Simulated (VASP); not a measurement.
# Ba (Pm-3m) in VASP: further runs

Runs on Ba. Level: LDA. Tasks: single point.

Everything below comes from runs of VASP 6.6.1. Logs are shortened: lines on timing, memory, paths and dates and some standing lists are left out, and cuts for length are marked.

## Step 1: The cell of the first run

Symmetry: Pm-3m, No. 221, cubic system. Conventional cell: a = 3.800 Å, b = 3.800 Å, c = 3.800 Å, α = 90.00°, β = 90.00°, γ = 90.00°. Within 5.0 Å of Ba (site symmetry m-3m) lie 6 Ba at 3.80 Å.

This isn't the form of Ba at room conditions, which is bcc.

## Step 2: Single point, LDA (strain -0.030 along x and y, -0.030 along z)

INCAR reads:

```
SYSTEM = Ba
  PREC = Accurate
  ENCUT = 520
  EDIFF = 1E-6
  ISMEAR = 0
  SIGMA = 0.15
  LREAL = .FALSE.
  LASPH = .TRUE.
  NELM = 80
  ALGO = Normal
  ISIF = 2
  LWAVE = .FALSE.
  LCHARG = .FALSE.
  NBANDS = 11
```

KPOINTS reads:

```
regular mesh
0
G
  12 12 12
  0 0 0
```

POSCAR reads:

```
Ba
1.0
    3.8001860143      0.0000000000      0.0000000000
    0.0000000000      3.8001860143      0.0000000000
    0.0000000000      0.0000000000      3.8001860143
Ba
1
Direct
    0.0000000000      0.0000000000      0.0000000000
```

Potentials or basis: VASP PAW LDA potentials, release 64 (Ba_sv).

Run with:

```sh
cat potpaw_LDA.64/Ba_sv/POTCAR > POTCAR
mpirun -np 1 vasp_std > vasp.out
```

OUTCAR:

```text
SYSTEM = Ba
   PREC = Accurate
   ENCUT = 520
   EDIFF = 1E-6
   ISMEAR = 0
   LREAL = .FALSE.
   LASPH = .TRUE.
   NELM = 80
   ISIF = 2

 ion  position               nearest neighbor table
   1  0.000  0.000  0.000-

  LATTYP: Found a simple cubic cell.
 ALAT       =     3.8001860143

  Lattice vectors:

 A1 = (   3.8001860143,   0.0000000000,   0.0000000000)
 A2 = (   0.0000000000,   3.8001860143,   0.0000000000)
 A3 = (   0.0000000000,   0.0000000000,   3.8001860143)

Analysis of symmetry for initial positions (statically):
=====================================================================
 Subroutine PRICEL returns:
 Original cell was already a primitive cell.

 Routine SETGRP: Setting up the symmetry group for a
 simple cubic supercell.

 Subroutine GETGRP returns: Found 48 space group operations
 (whereof 48 operations were pure point group operations)
 out of a pool of 48 trial point group operations.

The static configuration has the point symmetry O_h .

Analysis of symmetry for dynamics (positions and initial velocities):
=====================================================================
 Subroutine PRICEL returns:
 Original cell was already a primitive cell.

 Routine SETGRP: Setting up the symmetry group for a
 simple cubic supercell.

 Subroutine GETGRP returns: Found 48 space group operations
 (whereof 48 operations were pure point group operations)
 out of a pool of 48 trial point group operations.

The dynamic configuration has the point symmetry O_h .

 Subroutine INISYM returns: Found 48 space group operations
 (whereof 48 operations are pure point group operations),
 and found     1 'primitive' translations

----------------------------------------------------------------------------------------

                                     Primitive cell

  volume of cell :      54.8801

  direct lattice vectors                    reciprocal lattice vectors
     3.800186014  0.000000000  0.000000000     0.263145013  0.000000000  0.000000000
     0.000000000  3.800186014  0.000000000     0.000000000  0.263145013  0.000000000
     0.000000000  0.000000000  3.800186014     0.000000000  0.000000000  0.263145013

  length of vectors
     3.800186014  3.800186014  3.800186014     0.263145013  0.263145013  0.263145013

  position of ions in fractional coordinates (direct lattice)
     0.000000000  0.000000000  0.000000000

  ion indices of the primitive-cell ions
   primitive index   ion index
                 1           1

----------------------------------------------------------------------------------------

 KPOINTS: regular mesh

Automatic generation of k-mesh.
 Grid dimensions read from file:
 generate k-points for:   12   12   12

 Generating k-lattice:

  Cartesian coordinates                     Fractional coordinates (reciprocal lattice)
     0.021928751  0.000000000  0.000000000     0.083333333  0.000000000  0.000000000
     0.000000000  0.021928751  0.000000000     0.000000000  0.083333333  0.000000000
     0.000000000  0.000000000  0.021928751     0.000000000  0.000000000  0.083333333

  Length of vectors
     0.021928751  0.021928751  0.021928751

  Shift w.r.t. Gamma in fractional coordinates (k-lattice)
     0.000000000  0.000000000  0.000000000

 Subroutine IBZKPT returns following result:
 ===========================================

 Found     84 irreducible k-points:

 Following reciprocal coordinates:
            Coordinates               Weight
  0.000000  0.000000  0.000000      1.000000
  0.083333  0.000000  0.000000      6.000000
  0.166667  0.000000  0.000000      6.000000
  0.250000  0.000000  0.000000      6.000000
  0.333333  0.000000  0.000000      6.000000
  0.416667  0.000000  0.000000      6.000000
[... 16 lines left out ...]
  0.333333  0.333333  0.000000     12.000000
  0.416667  0.333333  0.000000     24.000000
 [... further k-points ...]
   k-points           NKPTS =     84   k-points in BZ     NKDIM =     84   number of bands    NBANDS=     11
   number of dos      NEDOS =    301   number of ions     NIONS =      1
   total plane-waves  NPLWV =  21952
   dimension x,y,z NGX =    28 NGY =   28 NGZ =   28
   dimension x,y,z NGXF=    56 NGYF=   56 NGZF=   56
   ions per type =               1
   NGX,Y,Z   is equivalent  to a cutoff of  12.25, 12.25, 12.25 a.u.
   NGXF,Y,Z  is equivalent  to a cutoff of  24.50, 24.50, 24.50 a.u.
 SYSTEM =  Ba
   PREC   = accura    normal or accurate (medium, high low for compatibility)
   ISTART =      0    job   : 0-new  1-cont  2-samecut
   ICHARG =      2    charge: 1-file 2-atom 10-const
   ISPIN  =      1    spin polarized calculation?
   LNONCOLLINEAR =      F non collinear calculations
   LSORBIT =      F    spin-orbit coupling
   LASPH  =      T    aspherical Exc in radial PAW
   ENCUT  =  520.0 eV  38.22 Ry    6.18 a.u.   7.07  7.07  7.07*2*pi/ulx,y,z
   NELM   =     80;   NELMIN=  2; NELMDL= -5     # of ELM steps
   EDIFF  = 0.1E-05   stopping-criterion for ELM
   LREAL  =      F    real-space projection
[... 7 lines left out ...]
   TEBEG  =    0.0;   TEEND  =   0.0 temperature during run
   PSTRESS=    0.0 pullay stress
   NELECT =      10.0000    total number of electrons
   NUPDOWN=      -1.0000    fix difference up-down
   EMIN   =  10.00;   EMAX   =-10.00  energy-range for DOS
   EFERMI =   0.00;   METHOD = LEGACY
   ISMEAR =     0;   SIGMA  =   0.15  broadening in eV -4-tet -1-fermi 0-gaus
   EFERMI_NEDOS =   21; number of points for ismear=-14 and -15
   IALGO  =     38    algorithm
   IMIX   =      4    mixing-type and parameters
     AMIX     =   0.40;   BMIX     =  1.00
     AMIX_MAG =   1.60;   BMIX_MAG =  1.00
  volume/ion in A,a.u.               =      54.88       370.35
  Fermi-wavevector in a.u.,A,eV,Ry     =   0.928118  1.753889 11.720106  0.861403
  Thomas-Fermi vector in A             =   2.054261
   LORBIT       =      0    0 simple, 1 ext, 2 COOP (PROOUT), +10 PAW based schemes
   GGA     = CA    functional components
   LHFCALC =     F    Hartree Fock is set to
   AEXX    =    0.0000 exact exchange contribution
   IVDW    =     0    specifies the selected vdW correction
   LEPSILON=     F    determine dielectric tensor
   LRPA    =     F    only Hartree local field effects (RPA)
 non-spin polarized calculation
 Gauss-broadening in eV      SIGMA  =   0.15
  energy-cutoff  :      520.00
  volume of cell :       54.88
 maximum number of plane-waves:      1498
   NGX = 15   NGY = 15   NGZ = 15

 number of electron      10.0000000 magnetization

 Free energy of the ion-electron system (eV)
  ---------------------------------------------------
  ext. energy  EPLUGINS =         0.00000000
  ---------------------------------------------------
  free energy    TOTEN  =        -1.96324039 eV

  energy without entropy =       -1.95412339  energy(sigma->0) =       -1.95868189

 E-fermi :   1.7972     XC(G=0):  -8.0605

 val. band max:        1.7891665941   @ k =   0.5000   0.4167   0.4167
 cond. band min:       1.8248554928   @ k =   0.0833   0.0833   0.0000
 fundamental gap:      0.0356888986
 Fermi energy:         1.7972292395

 k-point     1 :       0.0000    0.0000    0.0000
  band No.  band energies     occupation
      1     -27.1220      2.00000
      2     -11.8386      2.00000
      3     -11.8386      2.00000
      4     -11.8386      2.00000
      5      -0.7751      2.00000
      6       1.7021      1.63045
      7       1.7021      1.63045
      8       7.2795      0.00000
      9       7.2795      0.00000
     10       7.2795      0.00000
     11      10.1095      0.00000

 k-point     2 :       0.0833    0.0000    0.0000
  band No.  band energies     occupation
      1     -27.1158      2.00000
      2     -11.9144      2.00000
      3     -11.8323      2.00000
      4     -11.8323      2.00000
      5      -0.6546      2.00000
      6       1.7379      1.42423
      7       1.8404      0.68392
      8       6.9449      0.00000
      9       6.9449      0.00000
     10       7.2991      0.00000
     11       9.6012      0.00000

 k-point     3 :       0.1667    0.0000    0.0000
  band No.  band energies     occupation
      1     -27.0989      2.00000
      2     -12.1139      2.00000
      3     -11.8148      2.00000
      4     -11.8148      2.00000
      5      -0.3353      2.00000
      6       1.8396      0.68988
      7       2.2308      0.00004
      8       6.2764      0.00000
      9       6.2764      0.00000
     10       7.3536      0.00000
     11       8.7205      0.00000

 k-point     4 :       0.2500    0.0000    0.0000
  band No.  band energies     occupation
      1     -27.0755      2.00000
      2     -12.3707      2.00000
      3     -11.7908      2.00000
      4     -11.7908      2.00000
      5       0.0955      2.00000
      6       1.9886      0.07113
      7       2.7456      0.00000
      8       5.6160      0.00000
      9       5.6160      0.00000
     10       7.4304      0.00000
     11       8.0768      0.00000
[... 239 lines left out ...]
 k-point    22 :       0.5000    0.2500    0.0000
  band No.  band energies     occupation
      1     -26.9831      2.00000
      2     -12.7656      2.00000
      3     -12.2419      2.00000
      4     -11.6970      2.00000
      5       1.5548      1.97775
      6       1.9775      0.08926
      7       3.7155      0.00000
      8       4.9138      0.00000
      9       5.2693      0.00000
     10       6.1494      0.00000
     11       9.2083      0.00000

 k-point    23 :       0.3333    0.3333    0.0000
  band No.  band energies     occupation
      1     -26.9835      2.00000
      2     -12.5194      2.00000
      3     -12.4944      2.00000
      4     -11.6976      2.00000
      5       1.2415      2.00000
      6       2.1302      0.00169
      7       4.5710      0.00000
      8       4.6983      0.00000
      9       5.3814      0.00000
     10       5.6141      0.00000
     11       8.7438      0.00000

 k-point    24 :       0.4167    0.3333    0.0000
  band No.  band energies     occupation
      1     -26.9665      2.00000
      2     -12.6695      2.00000
      3     -12.4802      2.00000
      4     -11.6804      2.00000
      5       1.1242      2.00000
      6       2.2069      0.00011
      7       4.6843      0.00000
      8       5.1626      0.00000
      9       5.3041      0.00000
     10       5.6168      0.00000
     11       8.7931      0.00000

 [... further k-points ...]

------------------------ aborting loop because EDIFF is reached ----------------------------------------

  FORCE on cell =-STRESS in cart. coord.  units (eV):
  Direction    XX          YY          ZZ          XY          YZ          ZX
  --------------------------------------------------------------------------------------
  -------------------------------------------------------------------------------------
  Total       -0.1490333     -0.1490333     -0.1490333      0.0000000      0.0000000     -0.0000000
  in kB       -4.3509027     -4.3509027     -4.3509027      0.0000000      0.0000000     -0.0000000
  external PRESSURE =      -4.3509027 kB  Pullay stress =       0.0000000 kB

 VOLUME and BASIS-vectors are now :
 -----------------------------------------------------------------------------
  energy-cutoff  :      520.00
  volume of cell :       54.88
      direct lattice vectors                 reciprocal lattice vectors
     3.800186014  0.000000000  0.000000000     0.263145013  0.000000000  0.000000000
     0.000000000  3.800186014  0.000000000     0.000000000  0.263145013  0.000000000
     0.000000000  0.000000000  3.800186014     0.000000000  0.000000000  0.263145013

 POSITION                                       TOTAL-FORCE (eV/Angst)
 -----------------------------------------------------------------------------------
      0.00000      0.00000      0.00000         0.000000      0.000000      0.000000
 -----------------------------------------------------------------------------------
    total drift:                               -0.000000      0.000000     -0.000000

  FREE ENERGIE OF THE ION-ELECTRON SYSTEM (eV)
  ---------------------------------------------------
  free  energy   TOTEN  =        -1.9632403876 eV

  energy  without entropy=       -1.9541233921  energy(sigma->0) =       -1.95868189
```

Run time: 12 s. Hardware: 1 thread of AMD EPYC 9R45 (Zen 5), shared host; peak memory 0.15 GiB.

Results:

```yaml
Free_energy: -1.9632 eV
Pressure: -0.4 GPa
Band_gap_on_the_k_mesh: zero (bands 5 and 6 overlap by 0.32 eV)
```

Levels at points of the mesh, in eV from the Fermi level:
| k point | band 2 | band 3 | band 4 | band 5 | band 6 | band 7 | band 8 | band 9 |
| --- | --- | --- | --- | --- | --- | --- | --- | --- |
| (0.00, 0.00, 0.00) | -13.64 | -13.64 | -13.64 | -2.57 | -0.10 | -0.10 | 5.48 | 5.48 |
| (0.50, 0.00, 0.00) | -14.64 | -13.54 | -13.54 | -0.63 | 0.54 | 1.20 | 2.86 | 2.86 |
| (0.50, 0.50, 0.00) | -14.49 | -14.49 | -13.45 | -1.16 | 0.75 | 3.42 | 3.42 | 3.97 |
| (0.50, 0.50, 0.50) | -14.35 | -14.35 | -14.35 | -0.13 | -0.13 | -0.13 | 4.19 | 7.42 |

Caveat: the cell differs from its parent crystal (strain -0.030 along x and y, -0.030 along z); spin-orbit coupling is left out, which moves the levels of the heavy elements.

## Step 3: Single point, LDA (strain +0.030 along x and y, +0.030 along z)

INCAR reads:

```
PREC = Accurate ; ENCUT = 520
EDIFF = 1E-6 ; ISMEAR = 0
SIGMA = 0.15 ; LREAL = False
LASPH = True ; NELM = 100
ALGO = Normal ; ISIF = 2
LWAVE = False ; LCHARG = False
NBANDS = 11
```

KPOINTS reads:

```
Automatic mesh
0
Gamma
  12 12 12
```

POSCAR reads:

```
Ba
1.0
    4.0352490667      0.0000000000      0.0000000000
    0.0000000000      4.0352490667      0.0000000000
    0.0000000000      0.0000000000      4.0352490667
Ba
1
Direct
    0.0000000000      0.0000000000      0.0000000000
```

Potentials or basis: VASP PAW LDA potentials, release 64 (Ba_sv).

Run with:

```sh
cat potpaw_LDA.64/Ba_sv/POTCAR > POTCAR
mpirun -np 1 vasp_std > vasp.out
```

Wall time 14 s (1 thread of AMD EPYC 9R45 (Zen 5), shared host); peak memory 0.15 GiB.

Results (log left out):

| Item | Value |
| --- | --- |
| Free energy | -1.8936 eV |
| Pressure | -1.5 GPa |
| Band gap on the k mesh | zero (bands 5 and 6 overlap by 0.15 eV) |

Levels at points of the mesh, in eV from the Fermi level:
| k point | band 2 | band 3 | band 4 | band 5 | band 6 | band 7 | band 8 | band 9 |
| --- | --- | --- | --- | --- | --- | --- | --- | --- |
| (0.00, 0.00, 0.00) | -14.03 | -14.03 | -14.03 | -2.57 | 0.00 | 0.00 | 4.56 | 4.56 |
| (0.50, 0.00, 0.00) | -14.63 | -13.97 | -13.97 | -0.82 | 0.52 | 0.76 | 2.48 | 2.48 |
| (0.50, 0.50, 0.00) | -14.55 | -14.55 | -13.92 | -0.86 | 0.51 | 2.93 | 2.93 | 3.13 |
| (0.50, 0.50, 0.50) | -14.47 | -14.47 | -14.47 | 0.01 | 0.01 | 0.01 | 4.01 | 6.09 |

Caveat: the cell differs from its parent crystal (strain +0.030 along x and y, +0.030 along z); spin-orbit coupling is left out, which moves the levels of the heavy elements.

The gap in the log of VASP goes by the Fermi energy; the results here count the filled bands.